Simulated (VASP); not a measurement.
A run of VASP 6.6.1 is set up as follows.

File INCAR:

```
SYSTEM = As
  PREC = Accurate
  ENCUT = 520
  EDIFF = 1E-7
  ISMEAR = 1
  SIGMA = 0.1
  LREAL = .FALSE.
  LASPH = .TRUE.
  NELM = 60
  ALGO = Normal
  ISIF = 2
  LWAVE = .FALSE.
  LCHARG = .FALSE.
  GGA = PS
  NBANDS = 8
```

Contents of KPOINTS:

```
regular mesh
0
G
  18 18 18
  0 0 0
```

POSCAR

```
As
1.0
    1.6554576713      1.6554576713      1.6554576713
   -1.6554576713      1.6554576713      1.6554576713
   -1.6554576713     -1.6554576713      1.6554576713
As
1
Direct
    0.0000000000      0.0000000000      0.0000000000
```

Potentials or basis: VASP PAW PBE potentials, release 64 (As).

Launch:

```sh
$ cat potpaw_PBE.64/As/POTCAR > POTCAR
$ mpirun -np 1 vasp_std > vasp.out
```

**Question.** Predict the pressure.

**Answer.** 0.2 GPa.

Caveat: the PAW data sets were made with another functional, which shifts forces and pressure a little.
